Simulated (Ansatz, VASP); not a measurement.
**Two plane-wave programs on C**

```
C
1.0
     1.19733    0.69128    3.34701
    -1.19733    0.69128    3.34701
     0.00000   -1.38255    3.34701
C
2
Direct
  0.16400 0.16400 0.16400
  0.83600 0.83600 0.83600
```

Change from the starting cell: strain -0.025 along x and y, +0.000 along z, atoms carried along.

Alike in both runs: task single point; functional r2SCAN; k mesh 12 × 12 × 12; occupations gaussian, width 0.05 eV; no spin polarisation.

|  | VASP | Ansatz |
| --- | --- | --- |
| version | VASP 6.6.1 | Ansatz 0.2.0 |
| potentials or method | VASP PAW PBE potentials, release 64 (C), cutoff 520 eV | scalar-relativistic, plane waves, PAW |
| valence electrons in the cell | 8 | 8 |

|  | VASP | Ansatz | Ansatz less VASP |
| --- | --- | --- | --- |
| gap on the k mesh at the Fermi level (eV) | 0.77 | 0.77 | +0.001 |
| least direct gap on the mesh (eV) | 0.77 | 0.77 | +0.001 |
| pressure (GPa) | 25.0 | 24.3 | -0.74 |
| traceless stress, the component that is largest in VASP (GPa) | -24.41 | -23.57 | +0.845 |
| rms of the force components (eV/Å) | 0.512 | 0.517 | +0.0051 |

VASP's potentials were made for PBE, not for r2SCAN. Atom by atom the forces differ by 0.005 eV/Å (rms over components). The functional is the same, so the differences come from potentials, cutoffs and numerics.
